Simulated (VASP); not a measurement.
# AlN in VASP: further runs

AlN is run at these levels: PBE; tasks: single point.

Everything below comes from runs of VASP 6.6.1. Logs are shortened: lines on timing, memory, paths and dates and some standing lists are left out, and cuts for length are marked.

## 1. The cell of the first run

The structure is hexagonal, space group P6_3mc (No. 186). Conventional cell: a = 3.313 Å, b = 3.313 Å, c = 4.188 Å, α = 90.00°, β = 90.00°, γ = 120.00°. Within 2.5 Å of Al (site symmetry 3m) lie 5 N at 1.91 to 2.28 Å. N (site symmetry 3m) has 5 Al at 1.91 to 2.28 Å within 2.5 Å.

## 2. Single point, PBE (mode 4 frozen in at -0.123 Å and mode 10 at +0.000 Å (largest displacements))

Input file INCAR:

```
PREC = Accurate
ENCUT = 520
EDIFF = 1E-6
ISMEAR = 0
SIGMA = 0.05
LREAL = False
LASPH = True
NELM = 100
ALGO = Normal
ISIF = 2
LWAVE = False
LCHARG = False
GGA = PE
NBANDS = 16
```

Input file KPOINTS:

```
Automatic mesh
0
Gamma
  9 9 6
```

Input file POSCAR:

```
AlN
1.0
    3.3134793407      0.0000000000      0.0000000000
   -1.6567396703      2.8695572839      0.0000000000
    0.0000000000      0.0000000000      4.1875902417
Al N
2 2
Direct
    0.3333333333      0.6666666667      0.7652730210
    0.6666666667      0.3333333333      0.2652730210
    0.3333333333      0.6666666667      0.2205797385
    0.6666666667      0.3333333333      0.7205797385
```

Potentials or basis: VASP PAW PBE potentials, release 64 (Al, N).

Started as:

```bash
$ cat potpaw_PBE.64/Al/POTCAR potpaw_PBE.64/N/POTCAR > POTCAR
$ mpirun -np 1 vasp_std > vasp.out
```

OUTCAR:

```text
PREC = Accurate
   ENCUT = 520
   EDIFF = 1E-6
   ISMEAR = 0
   LREAL = False
   LASPH = True
   NELM = 100
   ISIF = 2
   GGA = PE

 ion  position               nearest neighbor table
   1  0.333  0.667  0.765-   3 1.91   4 1.92   4 1.92   4 1.92   3 2.28   2 2.84   2 2.84   2 2.84
                             2 2.84   2 2.84   2 2.84
   2  0.667  0.333  0.265-   4 1.91   3 1.92   3 1.92   3 1.92   4 2.28   1 2.84   1 2.84   1 2.84
                             1 2.84   1 2.84   1 2.84
   3  0.333  0.667  0.221-   1 1.91   2 1.92   2 1.92   2 1.92   1 2.28
   4  0.667  0.333  0.721-   2 1.91   1 1.92   1 1.92   1 1.92   2 2.28

  LATTYP: Found a hexagonal cell.
 ALAT       =     3.3134793407
 C/A-ratio  =     1.2638045423

  Lattice vectors:

 A1 = (   3.3134793407,   0.0000000000,   0.0000000000)
 A2 = (  -1.6567396703,   2.8695572839,   0.0000000000)
 A3 = (   0.0000000000,   0.0000000000,   4.1875902417)

Analysis of symmetry for initial positions (statically):
=====================================================================
 Subroutine PRICEL returns:
 Original cell was already a primitive cell.

 Routine SETGRP: Setting up the symmetry group for a
 hexagonal supercell.

 Subroutine GETGRP returns: Found 12 space group operations
 (whereof  6 operations were pure point group operations)
 out of a pool of 24 trial point group operations.

The static configuration has the point symmetry C_3v.
 The point group associated with its full space group is C_6v.

Analysis of symmetry for dynamics (positions and initial velocities):
=====================================================================
 Subroutine PRICEL returns:
 Original cell was already a primitive cell.

 Routine SETGRP: Setting up the symmetry group for a
 hexagonal supercell.

 Subroutine GETGRP returns: Found 12 space group operations
 (whereof  6 operations were pure point group operations)
 out of a pool of 24 trial point group operations.

The dynamic configuration has the point symmetry C_3v.
 The point group associated with its full space group is C_6v.

 Subroutine INISYM returns: Found 12 space group operations
 (whereof  6 operations are pure point group operations),
 and found     1 'primitive' translations

----------------------------------------------------------------------------------------

                                     Primitive cell

  volume of cell :      39.8165

  direct lattice vectors                    reciprocal lattice vectors
     3.313479341  0.000000000  0.000000000     0.301797566  0.174242906  0.000000000
    -1.656739670  2.869557284  0.000000000     0.000000000  0.348485812  0.000000000
     0.000000000  0.000000000  4.187590242     0.000000000  0.000000000  0.238800824

  length of vectors
     3.313479341  3.313479341  4.187590242     0.348485812  0.348485812  0.238800824

  position of ions in fractional coordinates (direct lattice)
     0.333333333  0.666666667  0.765273021
     0.666666667  0.333333333  0.265273021
     0.333333333  0.666666667  0.220579738
     0.666666667  0.333333333  0.720579738

  ion indices of the primitive-cell ions
   primitive index   ion index
                 1           1
                 2           2
                 3           3
                 4           4

----------------------------------------------------------------------------------------

 KPOINTS: Automatic mesh

Automatic generation of k-mesh.
 Grid dimensions read from file:
 generate k-points for:    9    9    6

 Generating k-lattice:

  Cartesian coordinates                     Fractional coordinates (reciprocal lattice)
     0.033533063  0.019360323  0.000000000     0.111111111  0.000000000  0.000000000
     0.000000000  0.038720646  0.000000000     0.000000000  0.111111111  0.000000000
     0.000000000  0.000000000  0.039800137     0.000000000  0.000000000  0.166666667

  Length of vectors
     0.038720646  0.038720646  0.039800137

  Shift w.r.t. Gamma in fractional coordinates (k-lattice)
     0.000000000  0.000000000  0.000000000

 Subroutine IBZKPT returns following result:
 ===========================================

 Found     48 irreducible k-points:

 Following reciprocal coordinates:
            Coordinates               Weight
  0.000000  0.000000  0.000000      1.000000
  0.111111  0.000000  0.000000      6.000000
  0.222222 -0.000000  0.000000      6.000000
  0.333333 -0.000000  0.000000      6.000000
  0.444444 -0.000000  0.000000      6.000000
  0.111111  0.111111  0.000000      6.000000
[... 16 lines left out ...]
  0.333333  0.222222  0.166667     24.000000
  0.333333  0.333333  0.166667      4.000000
 [... further k-points ...]
   k-points           NKPTS =     48   k-points in BZ     NKDIM =     48   number of bands    NBANDS=     16
   number of dos      NEDOS =    301   number of ions     NIONS =      4
   total plane-waves  NPLWV =  25088
   dimension x,y,z NGX =    28 NGY =   28 NGZ =   32
   dimension x,y,z NGXF=    56 NGYF=   56 NGZF=   64
   ions per type =               2   2
   NGX,Y,Z   is equivalent  to a cutoff of  14.05, 14.05, 12.70 a.u.
   NGXF,Y,Z  is equivalent  to a cutoff of  28.10, 28.10, 25.41 a.u.
 SYSTEM =  unknown system
   PREC   = accura    normal or accurate (medium, high low for compatibility)
   ISTART =      0    job   : 0-new  1-cont  2-samecut
   ICHARG =      2    charge: 1-file 2-atom 10-const
   ISPIN  =      1    spin polarized calculation?
   LNONCOLLINEAR =      F non collinear calculations
   LSORBIT =      F    spin-orbit coupling
   LASPH  =      T    aspherical Exc in radial PAW
   ENCUT  =  520.0 eV  38.22 Ry    6.18 a.u.   6.16  6.16  7.79*2*pi/ulx,y,z
   NELM   =    100;   NELMIN=  2; NELMDL= -5     # of ELM steps
   EDIFF  = 0.1E-05   stopping-criterion for ELM
   LREAL  =      F    real-space projection
   EDIFFG = 0.1E-04   stopping-criterion for IOM
   NSW    =      0    number of steps for IOM
   IBRION =     -1    ionic relax: 0-MD 1-quasi-New 2-CG
   NFREE  =      0    steps in history (QN), initial steepest desc. (CG)
   ISIF   =      2    stress and relaxation
   ISYM   =      2    0-nonsym 1-usesym 2-fastsym
   POTIM  = 0.5000    time-step for ionic-motion
   TEBEG  =    0.0;   TEEND  =   0.0 temperature during run
   PSTRESS=    0.0 pullay stress
   NELECT =      16.0000    total number of electrons
   NUPDOWN=      -1.0000    fix difference up-down
   EMIN   =  10.00;   EMAX   =-10.00  energy-range for DOS
   EFERMI =   0.00;   METHOD = LEGACY
   ISMEAR =     0;   SIGMA  =   0.05  broadening in eV -4-tet -1-fermi 0-gaus
   EFERMI_NEDOS =   21; number of points for ismear=-14 and -15
   IALGO  =     38    algorithm
   IMIX   =      4    mixing-type and parameters
     AMIX     =   0.40;   BMIX     =  1.00
     AMIX_MAG =   1.60;   BMIX_MAG =  1.00
  volume/ion in A,a.u.               =       9.95        67.17
  Fermi-wavevector in a.u.,A,eV,Ry     =   1.208074  2.282930 19.856940  1.459444
  Thomas-Fermi vector in A             =   2.343693
   LORBIT       =      0    0 simple, 1 ext, 2 COOP (PROOUT), +10 PAW based schemes
   GGA     = PE    functional components
   LHFCALC =     F    Hartree Fock is set to
   AEXX    =    0.0000 exact exchange contribution
   IVDW    =     0    specifies the selected vdW correction
   LEPSILON=     F    determine dielectric tensor
   LRPA    =     F    only Hartree local field effects (RPA)
 non-spin polarized calculation
 Gauss-broadening in eV      SIGMA  =   0.05
  energy-cutoff  :      520.00
  volume of cell :       39.82
 maximum number of plane-waves:      1090
 NGX is ok and might be reduce to    28
   NGX = 13   NGY = 13   NGZ = 15

 number of electron      16.0000000 magnetization

 Free energy of the ion-electron system (eV)
  ---------------------------------------------------
  ext. energy  EPLUGINS =         0.00000000
  ---------------------------------------------------
  free energy    TOTEN  =       -29.24029333 eV

  energy without entropy =      -29.24029333  energy(sigma->0) =      -29.24029333

 E-fermi :   8.0276     XC(G=0): -11.1455

 val. band max:        7.7464201600   @ k =   0.0000   0.0000   0.0000
 cond. band min:      11.1631660626   @ k =   0.0000   0.0000   0.0000
 fundamental gap:      3.4167459026
 Fermi energy:         8.0276144623

 k-point     1 :       0.0000    0.0000    0.0000
  band No.  band energies     occupation
      1      -8.8571      2.00000
      2      -5.2842      2.00000
      3       1.1099      2.00000
      4       4.6861      2.00000
      5       4.6861      2.00000
      6       6.3315      2.00000
[... 8 lines left out ...]
     15      19.5845      0.00000
     16      19.9251      0.00000

 k-point     2 :       0.1111    0.0000    0.0000
  band No.  band energies     occupation
      1      -8.7181      2.00000
      2      -5.2798      2.00000
      3       1.2600      2.00000
      4       4.1793      2.00000
      5       4.4858      2.00000
      6       5.8207      2.00000
[... 8 lines left out ...]
     15      19.3161      0.00000
     16      19.6012      0.00000

 k-point     3 :       0.2222   -0.0000    0.0000
  band No.  band energies     occupation
      1      -8.3193      2.00000
      2      -5.3104      2.00000
      3       1.6946      2.00000
      4       3.0903      2.00000
      5       4.0772      2.00000
      6       4.9017      2.00000
[... 8 lines left out ...]
     15      18.3716      0.00000
     16      20.2670      0.00000

 k-point     4 :       0.3333   -0.0000    0.0000
  band No.  band energies     occupation
      1      -7.7292      2.00000
      2      -5.4812      2.00000
      3       2.0424      2.00000
      4       2.4093      2.00000
      5       3.7066      2.00000
      6       4.1051      2.00000
[... 8 lines left out ...]
     15      19.3179      0.00000
     16      20.7597      0.00000
[... 324 lines left out ...]
 k-point    22 :       0.2222    0.2222    0.1667
  band No.  band energies     occupation
      1      -7.2793      2.00000
      2      -5.7019      2.00000
      3       1.7064      2.00000
      4       2.0589      2.00000
      5       3.6691      2.00000
      6       4.1913      2.00000
[... 8 lines left out ...]
     15      19.8556      0.00000
     16      21.1689      0.00000

 k-point    23 :       0.3333    0.2222    0.1667
  band No.  band energies     occupation
      1      -6.7421      2.00000
      2      -5.9622      2.00000
      3       1.4129      2.00000
      4       2.1686      2.00000
      5       2.8910      2.00000
      6       4.7014      2.00000
[... 8 lines left out ...]
     15      19.6796      0.00000
     16      21.2960      0.00000

 k-point    24 :       0.3333    0.3333    0.1667
  band No.  band energies     occupation
      1      -6.3002      2.00000
      2      -6.3002      2.00000
      3       1.4373      2.00000
      4       2.3624      2.00000
      5       2.3624      2.00000
      6       4.9164      2.00000
[... 8 lines left out ...]
     15      19.2785      0.00000
     16      21.0342      0.00000

 [... further k-points ...]
[... 5 lines left out ...]
  --------------------------------------------------------------------------------------
  -------------------------------------------------------------------------------------
  Total       -0.5626372     -0.5626372      3.3013654     -0.0000000      0.0000000      0.0000000
  in kB      -22.6399602    -22.6399602    132.8436585     -0.0000000      0.0000000      0.0000000
  external PRESSURE =      29.1879127 kB  Pullay stress =       0.0000000 kB

 VOLUME and BASIS-vectors are now :
 -----------------------------------------------------------------------------
  energy-cutoff  :      520.00
  volume of cell :       39.82
      direct lattice vectors                 reciprocal lattice vectors
     3.313479341  0.000000000  0.000000000     0.301797566  0.174242906  0.000000000
    -1.656739670  2.869557284  0.000000000     0.000000000  0.348485812  0.000000000
     0.000000000  0.000000000  4.187590242     0.000000000  0.000000000  0.238800824

 POSITION                                       TOTAL-FORCE (eV/Angst)
 -----------------------------------------------------------------------------------
     -0.00000      1.91304      3.20465        -0.000000      0.000000     -0.587668
      1.65674      0.95652      1.11085         0.000000     -0.000000     -0.587668
     -0.00000      1.91304      0.92370         0.000000      0.000000      0.587668
      1.65674      0.95652      3.01749        -0.000000     -0.000000      0.587668
 -----------------------------------------------------------------------------------
    total drift:                               -0.000000      0.000000      0.000898

  FREE ENERGIE OF THE ION-ELECTRON SYSTEM (eV)
  ---------------------------------------------------
  free  energy   TOTEN  =       -29.2402933322 eV

  energy  without entropy=      -29.2402933322  energy(sigma->0) =      -29.24029333
```

Run time: 14 s. Hardware: 1 thread of Intel Xeon 6975P-C (Granite Rapids), shared host; peak memory 0.16 GiB.

Results:

| Item | Value |
| --- | --- |
| Free energy | -29.2403 eV |
| Pressure | 2.9 GPa |
| Largest force | 0.588 eV/Å |
| Band gap on the k mesh | 3.42 eV, direct |

Forces on the atoms (eV/Å):
```
Al   0.000  0.000 -0.588
Al   0.000  0.000 -0.588
N    0.000  0.000  0.588
N    0.000  0.000  0.588
```

Stress tensor (GPa, compression positive):
```
-2.26  0.00  0.00
 0.00 -2.26  0.00
 0.00  0.00 13.28
```

Levels at points of the mesh, in eV from the valence-band top:
| k point | band 4 | band 5 | band 6 | band 7 | band 8 | band 9 | band 10 | band 11 | band 12 | band 13 |
| --- | --- | --- | --- | --- | --- | --- | --- | --- | --- | --- |
| (0.00, 0.00, 0.00) | -3.06 | -3.06 | -1.41 | -1.41 | 0.00 | 3.42 | 4.51 | 8.43 | 8.43 | 11.48 |
| (0.00, 0.00, 0.50) | -3.58 | -2.28 | -2.28 | -2.28 | -2.28 | 5.69 | 5.69 | 8.62 | 8.62 | 8.62 |

Caveat: the cell differs from its parent crystal (mode 4 frozen in at -0.123 Å and mode 10 at +0.000 Å (largest displacements)).

## 3. Single point, PBE (mode 4 frozen in at -0.185 Å and mode 10 at -0.040 Å (largest displacements))

INCAR, as its differences from that of step 2:

```diff
@@ -2,3 +2,3 @@
 ENCUT = 520
-EDIFF = 1E-6
+EDIFF = 1E-7
 ISMEAR = 0
@@ -7,3 +7,3 @@
 LASPH = True
-NELM = 100
+NELM = 60
 ALGO = Normal
```

KPOINTS is that of step 2.

Input file POSCAR:

```
AlN
1.0
    3.3134793407      0.0000000000      0.0000000000
   -1.6567396703      2.8695572839      0.0000000000
    0.0000000000      0.0000000000      4.1875902417
Al N
2 2
Direct
    0.3369153591      0.6738307183      0.7729095315
    0.6702486925      0.3404973850      0.2729095315
    0.3264333143      0.6528666285      0.2058696077
    0.6597666476      0.3195332952      0.7058696077
```

Potentials or basis: VASP PAW PBE potentials, release 64 (Al, N).

Started as:

```bash
$ cat potpaw_PBE.64/Al/POTCAR potpaw_PBE.64/N/POTCAR > POTCAR
$ mpirun -np 1 vasp_std > vasp.out
```

Wall time 46 s (1 thread of Intel Xeon 6975P-C (Granite Rapids), shared host); peak memory 0.21 GiB.

It converged, with:

| Property | Result |
| --- | --- |
| Free energy | -29.0082 eV |
| Pressure | 7.8 GPa |
| Largest force | 1.706 eV/Å |
| Band gap on the k mesh | 3.58 eV, direct |

Forces in eV/Å, atoms in the order of the input:
```
Al   0.000 -0.815 -1.497
Al   0.000 -0.662 -1.499
N    0.000  0.657  1.500
N    0.000  0.819  1.496
```

Stress tensor (GPa, compression positive):
```
-4.17  0.00  0.00
 0.00 -3.50 -1.36
 0.00 -1.36 31.03
```

Levels at points of the mesh, in eV from the valence-band top:
```csv
k point,band 6,band 7,band 8,band 9,band 10,band 11
"(0.00, 0.00, 0.00)",-1.20,-1.20,0.00,3.58,4.62,8.65
"(0.00, 0.00, 0.50)",-2.17,-1.92,-1.91,5.72,5.72,8.71
```

Caveat: the cell differs from its parent crystal (mode 4 frozen in at -0.185 Å and mode 10 at -0.040 Å (largest displacements)); forces of over 1 eV/Å act on the atoms, so gaps and moduli don't describe the material at rest.

## 4. Single point, PBE (mode 4 frozen in at -0.123 Å and mode 10 at -0.013 Å (largest displacements))

Input file INCAR:

```
SYSTEM = AlN
  PREC = Accurate
  ENCUT = 520
  EDIFF = 1E-6
  ISMEAR = 0
  SIGMA = 0.05
  LREAL = .False.
  LASPH = .True.
  NELM = 60
  ALGO = Normal
  ISIF = 2
  LWAVE = .False.
  LCHARG = .False.
  GGA = PE
  NBANDS = 16
```

Input file KPOINTS:

```
regular mesh
0
Gamma
  9 9 6
  0 0 0
```

Input file POSCAR:

```
AlN
1.0
    3.3134793407      0.0000000000      0.0000000000
   -1.6567396703      2.8695572839      0.0000000000
    0.0000000000      0.0000000000      4.1875902417
Al N
2 2
Direct
    0.3345273419      0.6690546839      0.7652730210
    0.6678606753      0.3357213505      0.2652730210
    0.3310333270      0.6620666539      0.2205797385
    0.6643666603      0.3287333206      0.7205797385
```

Started as:

```bash
$ cat potpaw_PBE.64/Al/POTCAR potpaw_PBE.64/N/POTCAR > POTCAR
$ mpirun -np 1 vasp_std > vasp.out
```

It took 31 s on 1 thread of Intel Xeon 6975P-C (Granite Rapids), shared host; peak memory 0.2 GiB.

It converged, with:

| Item | Value |
| --- | --- |
| Free energy | -29.2348 eV |
| Pressure | 3.0 GPa |
| Largest force | 0.651 eV/Å |
| Band gap on the k mesh | 3.42 eV, direct |

Forces on the atoms (eV/Å):
```
Al   0.000 -0.285 -0.585
Al   0.000 -0.267 -0.585
N    0.000  0.266  0.585
N    0.000  0.286  0.585
```

Stress tensor (GPa, compression positive):
```
-2.21  0.00  0.00
 0.00 -2.14 -0.26
 0.00 -0.26 13.27
```

Levels at points of the mesh, in eV from the valence-band top:
```tsv
k point	band 5	band 6	band 7	band 8	band 9	band 10	band 11	band 12
(0.00, 0.00, 0.00)	-3.06	-1.41	-1.41	0.00	3.42	4.51	8.43	8.43
(0.00, 0.00, 0.50)	-2.32	-2.32	-2.23	-2.23	5.69	5.69	8.57	8.57
```

Caveat: the cell differs from its parent crystal (mode 4 frozen in at -0.123 Å and mode 10 at -0.013 Å (largest displacements)).
